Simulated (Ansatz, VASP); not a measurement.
# Sn in VASP and in Ansatz

File INCAR:

```
SYSTEM = Sn
PREC = Accurate ; ENCUT = 600
EDIFF = 1E-7 ; ISMEAR = -1
SIGMA = 0.1 ; LREAL = .False.
LASPH = .True. ; NELM = 80
ALGO = Normal ; ISIF = 3
LWAVE = .False. ; LCHARG = .False.
GGA = PE ; IBRION = 2
NSW = 60 ; EDIFFG = -0.005
```

KPOINTS

```
Automatic mesh
0
Gamma
  7 7 9
  0 0 0
```

POSCAR

```
Sn
1.0
    5.3883068740      0.0000000000      0.0000000000
   -2.6941534370      4.6664106362      0.0000000000
    0.0000000000      0.0000000000      3.3407502618
Sn
3
Direct
    0.0000000000      0.0000000000      0.0000000000
    0.3333333333      0.6666666667      0.5000000000
    0.6666666667      0.3333333333      0.5000000000
```

Input for Ansatz:

```yaml
crystal:
  lattice:
    - [5.388306874, 0.0, 0.0]
    - [-2.694153437, 4.6664106362, 0.0]
    - [0.0, 0.0, 3.3407502618]
  atoms:
    - { symbol: Sn, position: [0.0, 0.0, 0.0] }
    - { symbol: Sn, position: [0.3333333333, 0.6666666667, 0.5] }
    - { symbol: Sn, position: [0.6666666667, 0.3333333333, 0.5] }
kpoints:
  mp_grid: { grid: [7, 7, 9] }
scf:
  occupations: { method: fermi_dirac, width: 0.1 }
hamiltonian:
  xc: pbe
  pseudopotentials: { kind: paw }
output:
  forces: true
  stress: true
relax:
  f_tol: 0.005
  max_steps: 40
  cell: {}
```

Alike in both runs: task relaxation of cell and atoms; functional PBE; k mesh 7 × 7 × 9; occupations fermi-dirac, width 0.1 eV; no spin polarisation.

```csv
,VASP,Ansatz
version,VASP 6.6.1,Ansatz 0.2.0
potentials or method,"VASP PAW PBE potentials, release 64 (Sn_d)","PAW with Ansatz's default frozen-core files, scalar-relativistic"
plane-wave cutoff (eV),600,420
valence electrons in the cell,42,42
```

```tsv
	VASP	Ansatz	Ansatz less VASP
relaxed volume (Å³/atom)	27.88	27.89	+0.002
relaxed cell length with the largest relative difference (Å)	3.327	3.328	+0.0014
```
